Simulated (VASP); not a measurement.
Here is a VASP 6.6.1 calculation.

INCAR

```
PREC = Accurate ; ENCUT = 600
EDIFF = 1E-6 ; ISMEAR = 0
SIGMA = 0.1 ; LREAL = False
LASPH = True ; NELM = 100
ALGO = Normal ; ISIF = 3
LWAVE = False ; LCHARG = False
GGA = PE ; IBRION = 2
NSW = 100 ; EDIFFG = -0.01
```

Contents of KPOINTS:

```
regular mesh
0
Gamma
  10 10 6
```

The input POSCAR:

```
Ta2TiSi3
1.0
    3.5801516781      0.0000000000      0.0000000000
    0.0000000000      3.5801516781      0.0000000000
    0.0000000000      0.0000000000      7.8029910696
Ti Ta Si
1 2 3
Direct
    0.0000000000      0.0000000000      0.0000000000
    0.0000000000      0.5000000000      0.7327087024
    0.5000000000      0.0000000000      0.2672912976
    0.0000000000      0.5000000000      0.3815596536
    0.5000000000      0.0000000000      0.6184403464
    0.5000000000      0.5000000000      0.0000000000
```

Potentials or basis: VASP PAW PBE potentials, release 64 (Ti_sv, Ta_pv, Si).

Run with:

```sh
$ cat potpaw_PBE.64/Ti_sv/POTCAR potpaw_PBE.64/Ta_pv/POTCAR potpaw_PBE.64/Si/POTCAR > POTCAR
$ mpirun -np 1 vasp_std > vasp.out
```

Task: Predict the relaxed volume.

Result: 15.22 Å³/atom.

Task: What does it give for the space group after relaxing (to 0.1 Å)?

Result: P-4m2 (No. 115).

Task: Predict the band gap on the k mesh.

Result: Zero (bands 23 and 24 overlap by 0.35 eV).

Final structure:
```
CELL_PARAMETERS angstrom
3.51221 0.00000 0.00000
0.00000 3.51221 0.00000
0.00000 0.00000 7.40481
ATOMIC_POSITIONS crystal
Ti 0.00000 0.00000 0.00000
Ta 0.00000 0.50000 0.62249
Ta 0.50000 0.00000 0.37751
Si 0.00000 0.50000 0.26162
Si 0.50000 0.00000 0.73838
Si 0.50000 0.50000 0.00000
```

Caveat: spin-orbit coupling is left out, which moves the levels of the heavy elements.
